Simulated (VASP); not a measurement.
Set up this calculation in VASP 6.6.1, as the native input.

```yaml
Task: single point
Functional: PBE
Potentials_or_basis: VASP PAW PBE potentials, release 64 (Ta_pv, N)
Cutoff: 520 eV
k_mesh: 8 × 8 × 8
Occupations: methfessel-paxton, width 0.1 eV
Spin: no spin polarisation
Dipole_correction: no
Further_INCAR_settings: ALGO = Normal; EDIFF = 1e-06; NBANDS = 15
```

The structure of TaN lies in POSCAR:

```
TaN
1.0
   -0.0377900000      2.1627500000      2.1807500000
    2.0505100000     -0.0117600000      2.1547200000
    2.0816900000      2.1679100000     -0.0429500000
Ta N
1 1
Direct
    0.4307400000      0.4978200000      0.5115900000
    0.0136828480      0.9270069077      0.0769641175
```

The input as run:

INCAR

```
SYSTEM = TaN
PREC = Accurate ; ENCUT = 520
EDIFF = 1E-6 ; ISMEAR = 1
SIGMA = 0.1 ; LREAL = .FALSE.
LASPH = .TRUE. ; NELM = 100
ALGO = Normal ; ISIF = 2
LWAVE = .FALSE. ; LCHARG = .FALSE.
GGA = PE ; NBANDS = 15
```

KPOINTS

```
Automatic mesh
0
G
  8 8 8
  0 0 0
```

Potentials or basis: VASP PAW PBE potentials, release 64 (Ta_pv, N).

Command:

```sh
$ cat potpaw_PBE.64/Ta_pv/POTCAR potpaw_PBE.64/N/POTCAR > POTCAR
$ mpirun -np 1 vasp_std > vasp.out
```

It gave:

| Quantity | Value |
| --- | --- |
| Pressure | 57.7 GPa |
| Largest force | 5.140 eV/Å |
| Band gap on the k mesh | zero (bands 8 and 9 overlap by 3.31 eV) |

Caveat: the stress differs along the axes, from 22 to 94 GPa; spin-orbit coupling is left out, which moves the levels of the heavy elements; forces of over 1 eV/Å act on the atoms, so gaps and moduli don't describe the material at rest.

Wall time 75 s on 1 thread of Intel Xeon 8259CL, with other jobs on the host, peak memory 0.2 GiB.
